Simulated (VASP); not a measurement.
# Rb (Pmmm) in VASP: notebook, part 3 of 3

VASP 6.6.1.

## Step 6: Single point, PBE

This run uses another cell than the first one, of 98.95 Å³/atom.

Contents of INCAR:

```
PREC     = Accurate       # precision mode
ENCUT    = 520            # plane-wave cutoff, eV
EDIFF    = 1E-6           # SCF threshold, eV
ISMEAR   = 0              # smearing method
SIGMA    = 0.1            # smearing width, eV
LREAL    = F              # projectors in reciprocal space
LASPH    = T              # aspherical terms in the spheres
NELM     = 60             # most SCF steps
ALGO     = Fast           # electronic algorithm
ISIF     = 2              # what is computed and relaxed
LWAVE    = F              # write WAVECAR
LCHARG   = F              # write CHGCAR
GGA      = PE             # functional
NBANDS   = 10             # bands
```

Contents of KPOINTS:

```
regular mesh
0
Gamma
  12 12 12
```

Contents of POSCAR:

```
Rb
1.0
    4.6142071024      0.0000000000      0.0000000000
    0.0000000000      4.6261089713      0.0000000000
    0.0000000000      0.0000000000      4.6353881145
Rb
1
Direct
    0.0000000000      0.0000000000      0.0000000000
```

Potentials or basis: VASP PAW PBE potentials, release 64 (Rb_sv).

Run with:

```sh
cat potpaw_PBE.64/Rb_sv/POTCAR > POTCAR
mpirun -np 1 vasp_std > vasp.out
```

OUTCAR:

```text
PREC = Accurate
   ENCUT = 520
   EDIFF = 1E-6
   ISMEAR = 0
   LREAL = F
   LASPH = T
   NELM = 60
   ISIF = 2
   GGA = PE

 ion  position               nearest neighbor table
   1  0.000  0.000  0.000-

  LATTYP: Found a simple orthorhombic cell.
 ALAT       =     4.6142071024
 B/A-ratio  =     1.0025793963
 C/A-ratio  =     1.0045903904

  Lattice vectors:

 A1 = (   4.6142071024,   0.0000000000,   0.0000000000)
 A2 = (   0.0000000000,   4.6261089713,   0.0000000000)
 A3 = (   0.0000000000,   0.0000000000,   4.6353881145)

Analysis of symmetry for initial positions (statically):
=====================================================================
 Subroutine PRICEL returns:
 Original cell was already a primitive cell.

 Routine SETGRP: Setting up the symmetry group for a
 simple orthorhombic supercell.

 Subroutine GETGRP returns: Found  8 space group operations
 (whereof  8 operations were pure point group operations)
 out of a pool of  8 trial point group operations.

The static configuration has the point symmetry D_2h.

Analysis of symmetry for dynamics (positions and initial velocities):
=====================================================================
 Subroutine PRICEL returns:
 Original cell was already a primitive cell.

 Routine SETGRP: Setting up the symmetry group for a
 simple orthorhombic supercell.

 Subroutine GETGRP returns: Found  8 space group operations
 (whereof  8 operations were pure point group operations)
 out of a pool of  8 trial point group operations.

The dynamic configuration has the point symmetry D_2h.

 Subroutine INISYM returns: Found  8 space group operations
 (whereof  8 operations are pure point group operations),
 and found     1 'primitive' translations

----------------------------------------------------------------------------------------

                                     Primitive cell

  volume of cell :      98.9462

  direct lattice vectors                    reciprocal lattice vectors
     4.614207102  0.000000000  0.000000000     0.216721958  0.000000000  0.000000000
     0.000000000  4.626108971  0.000000000     0.000000000  0.216164385  0.000000000
     0.000000000  0.000000000  4.635388115     0.000000000  0.000000000  0.215731666

  length of vectors
     4.614207102  4.626108971  4.635388115     0.216721958  0.216164385  0.215731666

  position of ions in fractional coordinates (direct lattice)
     0.000000000  0.000000000  0.000000000

  ion indices of the primitive-cell ions
   primitive index   ion index
                 1           1

----------------------------------------------------------------------------------------

 KPOINTS: regular mesh

Automatic generation of k-mesh.
 Grid dimensions read from file:
 generate k-points for:   12   12   12

 Generating k-lattice:

  Cartesian coordinates                     Fractional coordinates (reciprocal lattice)
     0.018060163  0.000000000  0.000000000     0.083333333  0.000000000  0.000000000
     0.000000000  0.018013699  0.000000000     0.000000000  0.083333333  0.000000000
     0.000000000  0.000000000  0.017977639     0.000000000  0.000000000  0.083333333

  Length of vectors
     0.018060163  0.018013699  0.017977639

  Shift w.r.t. Gamma in fractional coordinates (k-lattice)
     0.000000000  0.000000000  0.000000000

 Subroutine IBZKPT returns following result:
 ===========================================

 Found    343 irreducible k-points:

 Following reciprocal coordinates:
            Coordinates               Weight
  0.000000  0.000000  0.000000      1.000000
  0.083333  0.000000  0.000000      2.000000
  0.166667  0.000000  0.000000      2.000000
  0.250000  0.000000  0.000000      2.000000
  0.333333  0.000000  0.000000      2.000000
  0.416667  0.000000  0.000000      2.000000
[... 16 lines left out ...]
  0.083333  0.250000  0.000000      4.000000
  0.166667  0.250000  0.000000      4.000000
 [... further k-points ...]
   k-points           NKPTS =    343   k-points in BZ     NKDIM =    343   number of bands    NBANDS=     10
   number of dos      NEDOS =    301   number of ions     NIONS =      1
   total plane-waves  NPLWV =  46656
   dimension x,y,z NGX =    36 NGY =   36 NGZ =   36
   dimension x,y,z NGXF=    72 NGYF=   72 NGZF=   72
   ions per type =               1
   NGX,Y,Z   is equivalent  to a cutoff of  12.97, 12.94, 12.91 a.u.
   NGXF,Y,Z  is equivalent  to a cutoff of  25.94, 25.87, 25.82 a.u.
 SYSTEM =  unknown system
   PREC   = accura    normal or accurate (medium, high low for compatibility)
   ISTART =      0    job   : 0-new  1-cont  2-samecut
   ICHARG =      2    charge: 1-file 2-atom 10-const
   ISPIN  =      1    spin polarized calculation?
   LNONCOLLINEAR =      F non collinear calculations
   LSORBIT =      F    spin-orbit coupling
   LASPH  =      T    aspherical Exc in radial PAW
   ENCUT  =  520.0 eV  38.22 Ry    6.18 a.u.   8.58  8.60  8.62*2*pi/ulx,y,z
   NELM   =     60;   NELMIN=  2; NELMDL= -5     # of ELM steps
   EDIFF  = 0.1E-05   stopping-criterion for ELM
   LREAL  =      F    real-space projection
   EDIFFG = 0.1E-04   stopping-criterion for IOM
   NSW    =      0    number of steps for IOM
   IBRION =     -1    ionic relax: 0-MD 1-quasi-New 2-CG
   NFREE  =      0    steps in history (QN), initial steepest desc. (CG)
   ISIF   =      2    stress and relaxation
   ISYM   =      2    0-nonsym 1-usesym 2-fastsym
   POTIM  = 0.5000    time-step for ionic-motion
   TEBEG  =    0.0;   TEEND  =   0.0 temperature during run
   PSTRESS=    0.0 pullay stress
   NELECT =       9.0000    total number of electrons
   NUPDOWN=      -1.0000    fix difference up-down
   EMIN   =  10.00;   EMAX   =-10.00  energy-range for DOS
   EFERMI =   0.00;   METHOD = LEGACY
   ISMEAR =     0;   SIGMA  =   0.10  broadening in eV -4-tet -1-fermi 0-gaus
   EFERMI_NEDOS =   21; number of points for ismear=-14 and -15
   IALGO  =     68    algorithm
   IMIX   =      4    mixing-type and parameters
     AMIX     =   0.40;   BMIX     =  1.00
     AMIX_MAG =   1.60;   BMIX_MAG =  1.00
  volume/ion in A,a.u.               =      98.95       667.72
  Fermi-wavevector in a.u.,A,eV,Ry     =   0.736245  1.391302  7.375139  0.542057
  Thomas-Fermi vector in A             =   1.829638
   LORBIT       =      0    0 simple, 1 ext, 2 COOP (PROOUT), +10 PAW based schemes
   GGA     = PE    functional components
   LHFCALC =     F    Hartree Fock is set to
   AEXX    =    0.0000 exact exchange contribution
   IVDW    =     0    specifies the selected vdW correction
   LEPSILON=     F    determine dielectric tensor
   LRPA    =     F    only Hartree local field effects (RPA)
 non-spin polarized calculation
 RMM-DIIS sequential band-by-band and
 Gauss-broadening in eV      SIGMA  =   0.10
  energy-cutoff  :      520.00
  volume of cell :       98.95
 maximum number of plane-waves:      2682
 NGX is ok and might be reduce to    36
   NGX = 17   NGY = 17   NGZ = 17

 number of electron       9.0000000 magnetization

 Free energy of the ion-electron system (eV)
  ---------------------------------------------------
  ext. energy  EPLUGINS =         0.00000000
  ---------------------------------------------------
  free energy    TOTEN  =        -0.84330967 eV

  energy without entropy =       -0.83805493  energy(sigma->0) =       -0.84068230

 E-fermi :  -0.1468     XC(G=0):  -5.2560

 val. band max:       -0.1587075614   @ k =   0.3333   0.2500   0.2500
 cond. band min:      -0.1288024359   @ k =   0.0833   0.2500   0.4167
 fundamental gap:      0.0299051254
 Fermi energy:        -0.1467935164

 k-point     1 :       0.0000    0.0000    0.0000
  band No.  band energies     occupation
      1     -29.2298      2.00000
      2     -13.2630      2.00000
      3     -13.2623      2.00000
      4     -13.2613      2.00000
      5      -2.0123      2.00000
      6       2.1773      0.00000
      7       2.1865      0.00000
      8       5.4910      0.00000
      9       5.5296      0.00000
     10       5.5949      0.00000
[... 287 lines left out ...]
 k-point    24 :       0.1667    0.2500    0.0000
  band No.  band energies     occupation
      1     -29.2266      2.00000
      2     -13.3181      2.00000
      3     -13.2860      2.00000
      4     -13.2555      2.00000
      5      -1.2538      2.00000
      6       1.7975      0.00000
      7       2.3096      0.00000
      8       3.6392      0.00000
      9       4.4170      0.00000
     10       5.1726      0.00000

 [... further k-points ...]

------------------------ aborting loop because EDIFF is reached ----------------------------------------

  FORCE on cell =-STRESS in cart. coord.  units (eV):
  Direction    XX          YY          ZZ          XY          YZ          ZX
  --------------------------------------------------------------------------------------
  -------------------------------------------------------------------------------------
  Total        0.0070200     -0.0025272     -0.0099748     -0.0000000      0.0000000      0.0000000
  in kB        0.1136712     -0.0409218     -0.1615168     -0.0000000      0.0000000      0.0000000
  external PRESSURE =      -0.0295891 kB  Pullay stress =       0.0000000 kB

 VOLUME and BASIS-vectors are now :
 -----------------------------------------------------------------------------
  energy-cutoff  :      520.00
  volume of cell :       98.95
      direct lattice vectors                 reciprocal lattice vectors
     4.614207102  0.000000000  0.000000000     0.216721958  0.000000000  0.000000000
     0.000000000  4.626108971  0.000000000     0.000000000  0.216164385  0.000000000
     0.000000000  0.000000000  4.635388115     0.000000000  0.000000000  0.215731666

 POSITION                                       TOTAL-FORCE (eV/Angst)
 -----------------------------------------------------------------------------------
      0.00000      0.00000      0.00000         0.000000      0.000000      0.000000
 -----------------------------------------------------------------------------------
    total drift:                               -0.000000     -0.000000     -0.000000

  FREE ENERGIE OF THE ION-ELECTRON SYSTEM (eV)
  ---------------------------------------------------
  free  energy   TOTEN  =        -0.8433096723 eV

  energy  without entropy=       -0.8380549278  energy(sigma->0) =       -0.84068230
```

Run time: 4.4 min. Hardware: 1 thread of Oxide Virtual Turin-like, shared host; peak memory 0.4 GiB.

What came out:

| Quantity | Value |
| --- | --- |
| Free energy | -0.8433 eV |
| Pressure | 0.0 GPa |
| Band gap on the k mesh | zero (an odd number of electrons rules out a gap without spin polarisation) |

## Step 7: Summary

| cell | gap on the mesh (eV) | pressure (GPa) |
| --- | --- | --- |
| a = 4.422, b = 4.433, c = 4.442 Å, 1 atom | none | 0.3 |
| a = 4.471, b = 4.483, c = 4.492 Å, 1 atom | none | 0.2 |
| a = 4.520, b = 4.532, c = 4.541 Å, 1 atom | none | 0.1 |
| a = 4.568, b = 4.579, c = 4.589 Å, 1 atom | none | 0.1 |
| a = 4.614, b = 4.626, c = 4.635 Å, 1 atom | none | 0.0 |

Alike in all rows: task single point; level PBE; potentials or basis VASP PAW PBE potentials, release 64 (Rb_sv); no spin polarisation; k mesh 12 × 12 × 12; cutoff (eV) 520; smearing gaussian 0.1 eV.

Absolute energies hang on the potentials; compare differences alone.

The gap in the log of VASP goes by the Fermi energy; the results here count the filled bands.